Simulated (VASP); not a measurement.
Runs of VASP 6.6.1 on Rh. The structure is that of space group Cmcm (No. 63), or close to it. The cells are those of the table. 

```tsv
cell	gap on the mesh (eV)	pressure (GPa)	largest force (eV/Å)
a = 4.116, b = 4.116, c = 2.603 Å, angles 90.0, 90.0, 143.5°, 2 atoms	none	27.1	0.25
a = 4.288, b = 4.288, c = 2.711 Å, angles 90.0, 90.0, 143.5°, 2 atoms	none	(a)	0.06
a = 4.175, b = 4.175, c = 2.640 Å, angles 90.0, 90.0, 143.5°, 2 atoms	none	11.7	0.13
a = 4.056, b = 4.056, c = 2.565 Å, angles 90.0, 90.0, 143.5°, 2 atoms	none	46.6	0.39
a = 4.232, b = 4.232, c = 2.676 Å, angles 90.0, 90.0, 143.5°, 2 atoms	none	(b)	0.03
```

Alike in all rows: task single point; level PBEsol; potentials or basis VASP PAW PBE potentials, release 64 (Rh_pv); no spin polarisation; k mesh 14 × 14 × 13; cutoff (eV) 520; smearing fermi-dirac 0.1 eV.

**Question.** Fill in the values left out.

**Answer.** (a) -9.7; (b) -0.3.

Caveats: the PAW data sets were made with another functional, which shifts forces and pressure a little; the cell stands under pressure (at least some runs); the cell stands under tension (at least some runs); the stress differs along the axes, from 42 to 49 GPa (at least some runs).

A k mesh can miss the band edges, and the runs leave out spin-orbit coupling on Rh.

A gap of «none» marks levels without a gap at the run's occupations.
